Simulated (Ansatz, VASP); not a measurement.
## Two plane-wave programs on Si

```
Si
1.0
    -1.54924    1.58556    2.29938
     1.54924   -1.58556    2.29938
     1.54924    1.58556   -2.29938
Si
1
Direct
  0.50000 0.50000 0.00000
```

Alike in both runs: task relaxation of cell and atoms; functional PBE; k mesh 8 × 8 × 8; occupations gaussian, width 0.1 eV; no spin polarisation.

```csv
,VASP,Ansatz
version,VASP 6.6.1,Ansatz 0.2.0
potentials or method,"VASP PAW PBE potentials, release 64 (Si), cutoff 500 eV","scalar-relativistic, plane waves, PAW"
valence electrons in the cell,4,4
```

```csv
,VASP,Ansatz,Ansatz less VASP
"gap on the k mesh at the Fermi level, each at its own relaxed structure (eV)",none,none,-
relaxed volume (Å³/atom),14.63,14.51,-0.119
relaxed cell length with the largest relative difference (Å),2.704,2.722,+0.0188
```

A gap of «none» marks a metal or a gap that the smearing closes.

Noted on VASP's run: the volume moved by over 15 % at a fixed basis, so the end points are rough.
